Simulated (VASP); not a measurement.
Set up this calculation in VASP 6.6.1, as the native input.

```
Task                   : single point
Functional             : PBE
Potentials or basis    : VASP PAW PBE potentials, release 64 (Ti_sv, O)
Cutoff                 : 600 eV
k mesh                 : 4 × 4 × 4
Occupations            : gaussian, width 0.01 eV
Spin                   : no spin polarisation
Dipole correction      : no
Further INCAR settings : ALGO = Normal; EDIFF = 1e-06; NBANDS = 19
```

The structure of TiO2 lies in POSCAR:

```
TiO2
1.0
    0.0000000000      2.2829009400      2.2829009400
    2.2829009400      0.0000000000      2.2829009400
    2.2829009400      2.2829009400      0.0000000000
Ti O
1 2
Direct
    0.0000000000      0.0000000000      0.0000000000
    0.2500000000      0.2500000000      0.2500000000
    0.7500000000      0.7500000000      0.7500000000
```

One way to write it, as run:

INCAR

```
  ALGO = Normal
  EDIFF = 1E-6
  ENCUT = 600
  GGA = PE
  GGA_COMPAT = False
  ISIF = 2
  ISMEAR = 0
  LASPH = True
  LCHARG = True
  LELF = True
  LREAL = False
  LVHAR = True
  LWAVE = False
  NBANDS = 19
  NELM = 120
  PREC = Accurate
  SIGMA = 0.01
```

KPOINTS

```
k-points
0
Gamma
  4 4 4
```

Potentials or basis: VASP PAW PBE potentials, release 64 (Ti_sv, O).

The run is started by

```bash
$ cat potpaw_PBE.64/Ti_sv/POTCAR potpaw_PBE.64/O/POTCAR > POTCAR
$ mpirun -np 1 vasp_std > vasp.out
```

Results of the run:

```yaml
Pressure: 61.0 GPa
Band_gap_on_the_k_mesh: 1.22 eV, indirect (least direct gap 2.16 eV)
```

Caveat: the k points lie up to 0.60 Å⁻¹ apart.

Run time: 8.3 s on 1 thread of Intel Xeon 6975P-C, on a shared host, peak memory 0.15 GiB.
